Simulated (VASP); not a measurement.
Write the native input for VASP 6.6.1 that does the following.

```
Task                   : single point
Functional             : PBE
Potentials or basis    : VASP PAW PBE potentials, release 64 (C, Sr_sv)
Cutoff                 : 520 eV
k mesh                 : 6 × 6 × 6
Occupations            : fermi-dirac, width 0.02 eV
Spin                   : no spin polarisation
Dipole correction      : no
Further INCAR settings : ALGO = Normal; EDIFF = 1e-06; NBANDS = 19
```

The structure of Sr2C lies in POSCAR:

```
Sr2C
1.0
    0.0000000000      3.3601424532      3.3601424532
    3.2401853676      0.0000000000      3.3601424532
    3.2401853676      3.3601424532      0.0000000000
C Sr
1 2
Direct
    0.0000000000      0.0000000000      0.0000000000
    0.2500000000      0.2500000000      0.2500000000
    0.7500000000      0.7500000000      0.7500000000
```

This cell differs from its parent crystal: uniaxial x strain -3.6%.

One way to write it, as run:

INCAR

```
PREC = Accurate
ENCUT = 520
EDIFF = 1E-6
ISMEAR = -1
SIGMA = 0.02
LREAL = False
LASPH = True
NELM = 60
ALGO = Normal
ISIF = 2
LWAVE = False
LCHARG = False
GGA = PE
NBANDS = 19
```

KPOINTS

```
Automatic mesh
0
Gamma
  6 6 6
```

Potentials or basis: VASP PAW PBE potentials, release 64 (C, Sr_sv).

The run is started by

```bash
$ cat potpaw_PBE.64/C/POTCAR potpaw_PBE.64/Sr_sv/POTCAR > POTCAR
$ mpirun -np 1 vasp_std > vasp.out
```

Results of the run:

- Pressure: 2.1 GPa

Caveat: the cell differs from its parent crystal (uniaxial x strain -3.6%).

Wall time 43 s on 1 thread of Intel(R) Xeon(R) Platinum 8488C (Sapphire Rapids) (shared host), peak memory 0.22 GiB.
